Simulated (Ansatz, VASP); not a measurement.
**One calculation of Al2O3, two programs**

```
CELL_PARAMETERS angstrom
4.35772 0.00000 0.00000
0.00000 4.35772 0.00000
0.00000 0.00000 3.66679
ATOMIC_POSITIONS crystal
Al 0.00000 0.00000 0.50000
Al 0.50000 0.50000 0.00000
O 0.00000 0.00000 0.00000
O 0.00000 0.50000 0.47594
O 0.50000 0.00000 0.52406
```

Alike in both runs: task relaxation of cell and atoms; functional PBE; k mesh 4 × 4 × 6; occupations gaussian, width 0.1 eV; no spin polarisation.

|  | VASP | Ansatz |
| --- | --- | --- |
| version | VASP 6.6.1 | Ansatz 0.2.0 |
| potentials or method | VASP PAW PBE potentials, release 64 (Al, O), cutoff 600 eV | scalar-relativistic, plane waves, PAW |
| valence electrons in the cell | 24 | 24 |

Ansatz gave:

- gap on the k mesh at the Fermi level, each at its own relaxed structure (eV): 2.10
- relaxed volume (Å³/atom): 9.80
- relaxed cell length with the largest relative difference (Å): 6.252

Task: What did VASP give for the same quantities?

Result: gap on the k mesh at the Fermi level, each at its own relaxed structure (eV): 1.73; relaxed volume (Å³/atom): 9.31; relaxed cell length with the largest relative difference (Å): 5.552.

One of these differences is far larger than is usual between the two programs; its cause wasn't traced.

Noted on VASP's run: the volume moved by over 15 % at a fixed basis, so the end points are rough.
